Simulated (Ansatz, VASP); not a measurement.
**MnCrC4N4: VASP beside Ansatz**

```
Mn Cr C N
1.0
     6.06779    0.00000    0.00000
     0.00000    6.06779    0.00000
     0.00000    0.00000    6.06779
Mn Cr C N
1 1 4 4
Cartesian
  3.0339 3.0339 3.0339
  0.0000 0.0000 0.0000
  1.1880 1.1880 1.1880
  1.1880 4.8798 4.8798
  4.8798 1.1880 4.8798
  4.8798 4.8798 1.1880
  1.8645 1.8645 1.8645
  1.8645 4.2033 4.2033
  4.2033 1.8645 4.2033
  4.2033 4.2033 1.8645
```

Alike in both runs: functional PBE; k mesh 4 × 4 × 4; occupations gaussian, width 0.1 eV; collinear spin.

Ansatz relaxed the structure, and its values are those at the end. VASP's run is a single point on that final structure, the one shown.

|  | VASP | Ansatz |
| --- | --- | --- |
| version | VASP 6.6.1 | Ansatz 0.2.0 |
| potentials or method | VASP PAW PBE potentials, release 64 (Mn_pv, Cr_pv, C, N), cutoff 520 eV | scalar-relativistic, plane waves, PAW |
| valence electrons in the cell | 61 | 65 |

Ansatz gave:

| Quantity | Value |
| --- | --- |
| gap on the k mesh at the Fermi level (eV) | none |
| pressure (GPa) | 0.3 |
| rms of the force components (eV/Å) | 0.005 |
| net moment per atom (μB) | 0.90 |
| size of the moment on the site where the two differ most (μB) | 2.73 |

Question: Which values does VASP return?

Answer: gap on the k mesh at the Fermi level (eV): none; pressure (GPa): -2.0; rms of the force components (eV/Å): 0.770; net moment per atom (μB): 0.37; size of the moment on the site where the two differ most (μB): 0.90.

The net moments are unlike, so the other rows may belong to different states. Site moments also hang on the region over which each program counts them. A gap of «none» marks a metal or a gap that the smearing closes. VASP's potentials hold 61 valence electrons a cell and Ansatz's 65, so a difference there can come from the potentials and not from the codes.

Noted on VASP's run: the standard files for N, O and F lose accuracy on very short bonds.
